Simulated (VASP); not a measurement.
A run of VASP 6.6.1 is set up as follows.

Contents of POSCAR:

```
BeTe
1.0
    0.0000000000      2.8286228811      2.8286228811
    2.8286228811      0.0000000000      2.8286228811
    2.8286228811      2.8286228811      0.0000000000
Be Te
1 1
Direct
    0.0000000000      0.0000000000      0.0000000000
    0.2500000000      0.2500000000      0.2500000000
```

Contents of INCAR.step1:

```
SYSTEM = BeTe
PREC = Accurate
ENCUT = 520
EDIFF = 1E-5
ISMEAR = 0
SIGMA = 0.01
LREAL = .FALSE.
LASPH = .TRUE.
NELM = 100
ALGO = Normal
ISIF = 2
LWAVE = .TRUE.
LCHARG = .FALSE.
GGA = PE
NBANDS = 11
```

File INCAR.step2:

```
SYSTEM = BeTe
PREC = Accurate
ENCUT = 520
EDIFF = 1E-6
ISMEAR = 0
SIGMA = 0.01
LREAL = .FALSE.
LASPH = .TRUE.
NELM = 100
ALGO = Normal
ISIF = 2
LWAVE = .FALSE.
LCHARG = .FALSE.
GGA = PE
LHFCALC = .TRUE.
AEXX = 0.25
PRECFOCK = Normal
ISTART = 1
NBANDS = 11
```

KPOINTS

```
Automatic mesh
0
G
  6 6 6
  0 0 0
```

Potentials or basis: VASP PAW PBE potentials, release 64 (Be, Te).

Run with:

```console
$ cat potpaw_PBE.64/Be/POTCAR potpaw_PBE.64/Te/POTCAR > POTCAR
$ cp INCAR.step1 INCAR
$ mpirun -np 1 vasp_std > vasp.out
$ cp INCAR.step2 INCAR
$ mpirun -np 1 vasp_std > vasp.out
```

**Question.** Predict the pressure.

**Answer.** -1.0 GPa.

**Question.** Predict the band gap on the k mesh.

**Answer.** 3.34 eV (least direct gap 5.17 eV).

Caveat: the PAW data sets were made with another functional, which shifts forces and pressure a little; spin-orbit coupling is left out, which moves the levels of the heavy elements. A k mesh can miss the band edges.
